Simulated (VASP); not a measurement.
The system is Si.

```
CELL_PARAMETERS angstrom
2.44400 0.00000 0.00000
-1.22200 2.11657 0.00000
0.00000 0.00000 4.15200
ATOMIC_POSITIONS crystal
Si 0.33333 0.66667 0.25000
Si 0.66667 0.33333 0.75000
```

This isn't the form of Si at room conditions, which is diamond.

```yaml
Program: VASP 6.6.1
Task: relaxation of cell and atoms
Functional: r2SCAN
Potentials_or_basis: VASP PAW PBE potentials, release 64 (Si)
Cutoff: 600 eV
k_mesh: 14 × 14 × 7
Occupations: fermi-dirac, width 0.1 eV
Spin: no spin polarisation
```

At the start: pressure 43.1 GPa; volume 10.74 Å³/atom.

**Question.** How do energy, volume and symmetry change on relaxing?

**Answer.** Over 7 steps the energy falls by 315.0 meV/atom and the volume is 13.74 Å³/atom (+27.9 %); space group P6_3/mmc (No. 194, to 0.1 Å) before and after.

The path:
```tsv
step	energy change (eV)	largest force (eV/Å)	pressure (GPa)	volume (Å³)
1	0.0000	0.0000	43.09	21.48
2	-0.4803	0.0000	-9.16	31.76
3	-0.6237	0.0000	0.05	27.35
4	-0.6236	0.0000	-0.39	27.48
5	-0.6283	0.0000	-0.23	27.48
6	-0.6297	0.0000	-0.03	27.48
7	-0.6300	0.0000	0.06	27.48
```

Final structure:
```cif
data_structure
_symmetry_space_group_name_H-M 'P 1'
_symmetry_Int_Tables_number 1
_cell_length_a 2.6217
_cell_length_b 2.6217
_cell_length_c 4.6160
_cell_angle_alpha 90.000
_cell_angle_beta 90.000
_cell_angle_gamma 120.000
_cell_volume 27.48
loop_
_atom_site_label
_atom_site_type_symbol
_atom_site_fract_x
_atom_site_fract_y
_atom_site_fract_z
_atom_site_occupancy
Si1 Si 0.33333 0.66667 0.25000 1
Si2 Si 0.66667 0.33333 0.75000 1
```

Caveat: the volume moved by over 15 % at a fixed basis, so the end points are rough; the PAW data sets were made with another functional, which shifts forces and pressure a little.
